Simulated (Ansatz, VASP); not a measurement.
# Two plane-wave programs on ZnSe

File POSCAR:

```
ZnSe
1.0
    0.0000000000      2.8040964775      2.8040964775
    2.8040964775      0.0000000000      2.8040964775
    2.8040964775      2.8040964775      0.0000000000
Zn Se
1 1
Direct
    0.0000000000      0.0000000000      0.0000000000
    0.2500000000      0.2500000000      0.2500000000
```

INCAR.step1

```
PREC = Accurate ; ENCUT = 520
EDIFF = 1E-5 ; ISMEAR = 0
SIGMA = 0.01 ; LREAL = F
LASPH = T ; NELM = 60
ALGO = Normal ; ISIF = 2
LWAVE = T ; LCHARG = F
GGA = PE ; NBANDS = 16
```

INCAR.step2

```
PREC = Accurate ; ENCUT = 520
EDIFF = 1E-6 ; ISMEAR = 0
SIGMA = 0.01 ; LREAL = F
LASPH = T ; NELM = 60
ALGO = Normal ; ISIF = 2
LWAVE = F ; LCHARG = F
GGA = PE ; LHFCALC = T
HFSCREEN = 0.2079 ; PRECFOCK = Normal
ISTART = 1 ; NBANDS = 16
```

File KPOINTS:

```
regular mesh
0
Gamma
  6 6 6
```

Input for Ansatz:

```yaml
crystal:
  lattice:
    - [0.0, 2.8040964775, 2.8040964775]
    - [2.8040964775, 0.0, 2.8040964775]
    - [2.8040964775, 2.8040964775, 0.0]
  atoms:
    - { symbol: Zn, position: [0.0, 0.0, 0.0] }
    - { symbol: Se, position: [0.25, 0.25, 0.25] }
kpoints:
  mp_grid: { grid: [6, 6, 6] }
  band_path:
    path:
      - [0.0, 0.0, 0.0]
      - [-0.5, -0.5, 0.0]
      - [-0.375, -0.375, 0.25]
      - [-0.375, 0.0, 0.375]
      - [0.0, 0.0, 0.5]
      - [-0.5, -0.25, 0.25]
    npoints: 1
hamiltonian:
  xc: hse06
scf:
  occupations: { method: fixed }
  n_extra_bands: 4
output:
  forces: true
  stress: true
  eigenvalues: true
  write_density: true
  write_potential: true
  elf: true
  volumetric_format: npy
```

Change from the starting cell: hydrostatic strain -1.0%.

Alike in both runs: task single point; functional HSE06; k mesh 6 × 6 × 6; no spin polarisation.

|  | VASP | Ansatz |
| --- | --- | --- |
| version | VASP 6.6.1 | Ansatz 0.2.0 |
| potentials or method | VASP PAW PBE potentials, release 64 (Zn, Se) | plane waves, PAW |
| plane-wave cutoff (eV) | 520 | 420 |
| occupations | gaussian, width 0.01 eV | fixed |
| valence electrons in the cell | 18 | 28 |

VASP gave:

| Quantity | Value |
| --- | --- |
| gap on the k mesh at the Fermi level (eV) | 2.55 |
| pressure (GPa) | 3.4 |

**Question.** Estimate Ansatz's values.

**Answer.** gap on the k mesh at the Fermi level (eV): 2.56; pressure (GPa): 3.4.

VASP's potentials hold 18 valence electrons a cell and Ansatz's 28, so a difference there can come from the potentials and not from the codes. Ansatz's warnings: stress exchange threshold loose, stress scf threshold loose.
